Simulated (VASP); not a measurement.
# Ge2Sb2Te5 (P-3m1) in VASP: further runs

Aim: see how the results for Ge2Sb2Te5 move with the level of theory and the settings. Levels: PBE, PBE+D3(BJ), PBEsol. Tasks: single point, relaxation of cell and atoms.

Program: VASP 6.6.1. These are calculated values, not measurements. Logs are shortened: lines on timing, memory, paths and dates and some standing lists are left out, and cuts for length are marked.

### Step 1. The cell of the first run

The structure is trigonal, space group P-3m1 (No. 164). Conventional cell: a = 4.294 Å, b = 4.294 Å, c = 17.101 Å, α = 90.00°, β = 90.00°, γ = 120.00°. Te (site symmetry 3m) has 3 Sb at 3.01 Å and 3 Te at 3.70 Å within 4.0 Å. Te (site symmetry 3m) has 3 Ge at 3.00 Å and 3 Sb at 3.20 Å within 3.9 Å. Within 4.0 Å of Te (site symmetry -3m) lie 6 Ge at 3.04 Å. Sb (site symmetry 3m) has 6 Te at 3.01 to 3.20 Å within 4.0 Å. Ge (site symmetry 3m) has 6 Te at 3.00 to 3.04 Å within 3.9 Å.

### Step 2. Single point, PBE

File INCAR:

```
PREC = Accurate ; ENCUT = 520
EDIFF = 1E-6 ; ISMEAR = -1
SIGMA = 0.05 ; LREAL = F
LASPH = T ; NELM = 80
ALGO = Normal ; ISIF = 2
LWAVE = F ; LCHARG = T
GGA = PE ; LELF = T
LVHAR = T ; NBANDS = 44
```

File KPOINTS:

```
regular mesh
0
Gamma
  5 5 2
```

File POSCAR:

```
Ge2Sb2Te5
1.0
    4.2940644248      0.0000000000      0.0000000000
   -2.1470322124      3.7187688774      0.0000000000
    0.0000000000      0.0000000000     17.1013460000
Te Sb Ge
5 2 2
Direct
    0.6666666667      0.3333333333      0.4198920000
    0.3333333333      0.6666666667      0.5801080000
    0.3333333333      0.6666666667      0.2015420000
    0.6666666667      0.3333333333      0.7984580000
    0.0000000000      0.0000000000      0.0000000000
    0.0000000000      0.0000000000      0.3200680000
    0.0000000000      0.0000000000      0.6799320000
    0.6666666667      0.3333333333      0.1028950000
    0.3333333333      0.6666666667      0.8971050000
```

Potentials or basis: VASP PAW PBE potentials, release 64 (Te, Sb, Ge_d).

Run with:

```sh
$ cat potpaw_PBE.64/Te/POTCAR potpaw_PBE.64/Sb/POTCAR potpaw_PBE.64/Ge_d/POTCAR > POTCAR
$ mpirun -np 1 vasp_std > vasp.out
```

OUTCAR:

```text
PREC = Accurate
   ENCUT = 520
   EDIFF = 1E-6
   ISMEAR = -1
   LREAL = F
   LASPH = T
   NELM = 80
   ISIF = 2
   GGA = PE

 ion  position               nearest neighbor table
   1  0.667  0.333  0.420-   6 3.01   6 3.01   6 3.01
   2  0.333  0.667  0.580-   7 3.01   7 3.01   7 3.01
   3  0.333  0.667  0.202-   8 3.00   8 3.00   8 3.00   6 3.20   6 3.20   6 3.20
   4  0.667  0.333  0.798-   9 3.00   9 3.00   9 3.00   7 3.20   7 3.20   7 3.20
   5  0.000  0.000  0.000-   8 3.04   9 3.04   8 3.04   9 3.04   8 3.04   9 3.04
   6  0.000  0.000  0.320-   1 3.01   1 3.01   1 3.01   3 3.20   3 3.20   3 3.20
   7  0.000  0.000  0.680-   2 3.01   2 3.01   2 3.01   4 3.20   4 3.20   4 3.20
   8  0.667  0.333  0.103-   3 3.00   3 3.00   3 3.00   5 3.04   5 3.04   5 3.04
   9  0.333  0.667  0.897-   4 3.00   4 3.00   4 3.00   5 3.04   5 3.04   5 3.04

  LATTYP: Found a hexagonal cell.
 ALAT       =     4.2940644248
 C/A-ratio  =     3.9825545936

  Lattice vectors:

 A1 = (   4.2940644248,   0.0000000000,   0.0000000000)
 A2 = (  -2.1470322124,   3.7187688774,   0.0000000000)
 A3 = (   0.0000000000,   0.0000000000,  17.1013460000)

Analysis of symmetry for initial positions (statically):
=====================================================================
 Subroutine PRICEL returns:
 Original cell was already a primitive cell.

 Routine SETGRP: Setting up the symmetry group for a
 hexagonal supercell.

 Subroutine GETGRP returns: Found 12 space group operations
 (whereof 12 operations were pure point group operations)
 out of a pool of 24 trial point group operations.

The static configuration has the point symmetry D_3d.

Analysis of symmetry for dynamics (positions and initial velocities):
=====================================================================
 Subroutine PRICEL returns:
 Original cell was already a primitive cell.

 Routine SETGRP: Setting up the symmetry group for a
 hexagonal supercell.

 Subroutine GETGRP returns: Found 12 space group operations
 (whereof 12 operations were pure point group operations)
 out of a pool of 24 trial point group operations.

The dynamic configuration has the point symmetry D_3d.

 Subroutine INISYM returns: Found 12 space group operations
 (whereof 12 operations are pure point group operations),
 and found     1 'primitive' translations

----------------------------------------------------------------------------------------

                                     Primitive cell

  volume of cell :     273.0851

  direct lattice vectors                    reciprocal lattice vectors
     4.294064425  0.000000000  0.000000000     0.232879599  0.134453099  0.000000000
    -2.147032212  3.718768877  0.000000000     0.000000000  0.268906198  0.000000000
     0.000000000  0.000000000 17.101346000     0.000000000  0.000000000  0.058474929

  length of vectors
     4.294064425  4.294064425 17.101346000     0.268906198  0.268906198  0.058474929

  position of ions in fractional coordinates (direct lattice)
     0.666666667  0.333333333  0.419892000
     0.333333333  0.666666667  0.580108000
     0.333333333  0.666666667  0.201542000
     0.666666667  0.333333333  0.798458000
     0.000000000  0.000000000  0.000000000
     0.000000000  0.000000000  0.320068000
     0.000000000  0.000000000  0.679932000
     0.666666667  0.333333333  0.102895000
     0.333333333  0.666666667  0.897105000

  ion indices of the primitive-cell ions
   primitive index   ion index
                 1           1
                 2           2
                 3           3
                 4           4
                 5           5
                 6           6
                 7           7
                 8           8
                 9           9

----------------------------------------------------------------------------------------

 KPOINTS: regular mesh

Automatic generation of k-mesh.
 Grid dimensions read from file:
 generate k-points for:    5    5    2

 Generating k-lattice:

  Cartesian coordinates                     Fractional coordinates (reciprocal lattice)
     0.046575920  0.026890620  0.000000000     0.200000000  0.000000000  0.000000000
     0.000000000  0.053781240  0.000000000     0.000000000  0.200000000  0.000000000
     0.000000000  0.000000000  0.029237465     0.000000000  0.000000000  0.500000000

  Length of vectors
     0.053781240  0.053781240  0.029237465

  Shift w.r.t. Gamma in fractional coordinates (k-lattice)
     0.000000000  0.000000000  0.000000000

 Subroutine IBZKPT returns following result:
 ===========================================

 Found     10 irreducible k-points:

 Following reciprocal coordinates:
            Coordinates               Weight
  0.000000  0.000000  0.000000      1.000000
  0.200000  0.000000  0.000000      6.000000
  0.400000  0.000000  0.000000      6.000000
  0.200000  0.200000  0.000000      6.000000
  0.400000  0.200000  0.000000      6.000000
  0.000000  0.000000  0.500000      1.000000
  0.200000  0.000000  0.500000      6.000000
  0.400000  0.000000  0.500000      6.000000
  0.200000  0.200000  0.500000      6.000000
  0.400000  0.200000  0.500000      6.000000
   k-points           NKPTS =     10   k-points in BZ     NKDIM =     10   number of bands    NBANDS=     44
   number of dos      NEDOS =    301   number of ions     NIONS =      9
   total plane-waves  NPLWV = 131072
   dimension x,y,z NGX =    32 NGY =   32 NGZ =  128
   dimension x,y,z NGXF=    64 NGYF=   64 NGZF=  256
   ions per type =               5   2   2
   NGX,Y,Z   is equivalent  to a cutoff of  12.39, 12.39, 12.44 a.u.
   NGXF,Y,Z  is equivalent  to a cutoff of  24.78, 24.78, 24.89 a.u.
 SYSTEM =  unknown system
   PREC   = accura    normal or accurate (medium, high low for compatibility)
   ISTART =      0    job   : 0-new  1-cont  2-samecut
   ICHARG =      2    charge: 1-file 2-atom 10-const
   ISPIN  =      1    spin polarized calculation?
   LNONCOLLINEAR =      F non collinear calculations
   LSORBIT =      F    spin-orbit coupling
   LASPH  =      T    aspherical Exc in radial PAW
   ENCUT  =  520.0 eV  38.22 Ry    6.18 a.u.   7.98  7.98 31.80*2*pi/ulx,y,z
   NELM   =     80;   NELMIN=  2; NELMDL= -5     # of ELM steps
   EDIFF  = 0.1E-05   stopping-criterion for ELM
   LREAL  =      F    real-space projection
   EDIFFG = 0.1E-04   stopping-criterion for IOM
   NSW    =      0    number of steps for IOM
   IBRION =     -1    ionic relax: 0-MD 1-quasi-New 2-CG
   NFREE  =      0    steps in history (QN), initial steepest desc. (CG)
   ISIF   =      2    stress and relaxation
   ISYM   =      2    0-nonsym 1-usesym 2-fastsym
   POTIM  = 0.5000    time-step for ionic-motion
   TEBEG  =    0.0;   TEEND  =   0.0 temperature during run
   PSTRESS=    0.0 pullay stress
   NELECT =      68.0000    total number of electrons
   NUPDOWN=      -1.0000    fix difference up-down
   EMIN   =  10.00;   EMAX   =-10.00  energy-range for DOS
   EFERMI =   0.00;   METHOD = LEGACY
   ISMEAR =    -1;   SIGMA  =   0.05  broadening in eV -4-tet -1-fermi 0-gaus
   EFERMI_NEDOS =   21; number of points for ismear=-14 and -15
   IALGO  =     38    algorithm
   IMIX   =      4    mixing-type and parameters
     AMIX     =   0.40;   BMIX     =  1.00
     AMIX_MAG =   1.60;   BMIX_MAG =  1.00
  volume/ion in A,a.u.               =      30.34       204.76
  Fermi-wavevector in a.u.,A,eV,Ry     =   1.029940  1.946304 14.432730  1.060776
  Thomas-Fermi vector in A             =   2.164013
   LORBIT       =      0    0 simple, 1 ext, 2 COOP (PROOUT), +10 PAW based schemes
   GGA     = PE    functional components
   LHFCALC =     F    Hartree Fock is set to
   AEXX    =    0.0000 exact exchange contribution
   IVDW    =     0    specifies the selected vdW correction
   LEPSILON=     F    determine dielectric tensor
   LRPA    =     F    only Hartree local field effects (RPA)
 non-spin polarized calculation
  energy-cutoff  :      520.00
  volume of cell :      273.09
 maximum number of plane-waves:      7376
 NGX is ok and might be reduce to    32
   NGX = 15   NGY = 15   NGZ = 63

 number of electron      67.9999999 magnetization

 Free energy of the ion-electron system (eV)
  ---------------------------------------------------
  ext. energy  EPLUGINS =         0.00000000
  ---------------------------------------------------
  free energy    TOTEN  =       -33.98948631 eV

  energy without entropy =      -33.98762011  energy(sigma->0) =      -33.98855321

 E-fermi :   6.3380     XC(G=0):  -9.4265

 val. band max:        6.2296760425   @ k =   0.0000   0.0000   0.0000
 cond. band min:       6.4994540448   @ k =   0.0000   0.0000   0.0000
 fundamental gap:      0.2697780023
 Fermi energy:         6.3380220885

 k-point     1 :       0.0000    0.0000    0.0000
  band No.  band energies     occupation
      1     -18.7476      2.00000
      2     -18.7476      2.00000
      3     -18.7469      2.00000
      4     -18.7469      2.00000
      5     -18.7423      2.00000
      6     -18.7423      2.00000
[... 36 lines left out ...]
     43       7.8716      0.00000
     44       8.9381      0.00000

 k-point     2 :       0.2000    0.0000    0.0000
  band No.  band energies     occupation
      1     -18.7484      2.00000
      2     -18.7475      2.00000
      3     -18.7472      2.00000
      4     -18.7465      2.00000
      5     -18.7426      2.00000
      6     -18.7420      2.00000
[... 36 lines left out ...]
     43       9.1121      0.00000
     44       9.4607      0.00000

 k-point     3 :       0.4000    0.0000    0.0000
  band No.  band energies     occupation
      1     -18.7497      2.00000
      2     -18.7484      2.00000
      3     -18.7470      2.00000
      4     -18.7459      2.00000
      5     -18.7430      2.00000
      6     -18.7422      2.00000
[... 318 lines left out ...]
     43       9.7608      0.00000
     44       9.9296      0.00000

 k-point    10 :       0.4000    0.2000    0.5000
  band No.  band energies     occupation
      1     -18.7493      2.00000
      2     -18.7482      2.00000
      3     -18.7475      2.00000
      4     -18.7464      2.00000
      5     -18.7425      2.00000
      6     -18.7419      2.00000
[... 36 lines left out ...]
     43      10.1319      0.00000
     44      10.1617      0.00000

------------------------ aborting loop because EDIFF is reached ----------------------------------------

  FORCE on cell =-STRESS in cart. coord.  units (eV):
  Direction    XX          YY          ZZ          XY          YZ          ZX
  --------------------------------------------------------------------------------------
  -------------------------------------------------------------------------------------
  Total        0.4127454      0.4127454      0.6131375      0.0000000      0.0000000     -0.0000000
  in kB        2.4215574      2.4215574      3.5972484      0.0000000      0.0000000     -0.0000000
  external PRESSURE =       2.8134544 kB  Pullay stress =       0.0000000 kB

 VOLUME and BASIS-vectors are now :
 -----------------------------------------------------------------------------
  energy-cutoff  :      520.00
  volume of cell :      273.09
      direct lattice vectors                 reciprocal lattice vectors
     4.294064425  0.000000000  0.000000000     0.232879599  0.134453099  0.000000000
    -2.147032212  3.718768877  0.000000000     0.000000000  0.268906198  0.000000000
     0.000000000  0.000000000 17.101346000     0.000000000  0.000000000  0.058474929

 POSITION                                       TOTAL-FORCE (eV/Angst)
 -----------------------------------------------------------------------------------
      2.14703      1.23959      7.18072         0.000000      0.000000     -0.100806
     -0.00000      2.47918      9.92063         0.000000     -0.000000      0.100806
     -0.00000      2.47918      3.44664         0.000000      0.000000     -0.079133
      2.14703      1.23959     13.65471         0.000000     -0.000000      0.079133
      0.00000      0.00000      0.00000         0.000000      0.000000      0.000000
      0.00000      0.00000      5.47359         0.000000     -0.000000     -0.045961
      0.00000      0.00000     11.62775         0.000000      0.000000      0.045961
      2.14703      1.23959      1.75964        -0.000000      0.000000     -0.045597
     -0.00000      2.47918     15.34170         0.000000     -0.000000      0.045597
 -----------------------------------------------------------------------------------
    total drift:                               -0.000000      0.000000     -0.000000

  FREE ENERGIE OF THE ION-ELECTRON SYSTEM (eV)
  ---------------------------------------------------
  free  energy   TOTEN  =       -33.9894863082 eV

  energy  without entropy=      -33.9876201115  energy(sigma->0) =      -33.98855321
```

Run time: 98 s. Hardware: 1 thread of AMD EPYC 9R45 (Zen 5), shared host; peak memory 0.37 GiB.

Results:

```yaml
Free_energy: -33.9895 eV
Pressure: 0.3 GPa
Largest_force: 0.101 eV/Å
Band_gap_on_the_k_mesh: 0.27 eV
```

Forces on the atoms (eV/Å):
```
Te   0.000  0.000 -0.101
Te   0.000  0.000  0.101
Te   0.000  0.000 -0.079
Te   0.000  0.000  0.079
Te   0.000  0.000  0.000
Sb   0.000  0.000 -0.046
Sb   0.000  0.000  0.046
Ge   0.000  0.000 -0.046
Ge   0.000  0.000  0.046
```

Levels at points of the mesh, in eV from the valence-band top:
```csv
k point,band 31,band 32,band 33,band 34,band 35,band 36,band 37,band 38
"(0.00, 0.00, 0.00)",-1.27,-1.16,-0.83,0.00,0.27,0.27,0.32,0.91
"(0.00, 0.00, 0.50)",-1.35,-1.35,-0.71,-0.13,0.49,0.49,0.56,0.57
```

Caveat: spin-orbit coupling is left out, which moves the levels of the heavy elements; an odd mesh through Γ misses points on the zone boundary, where band edges can lie.

(Part 1 of 2 ends here.)
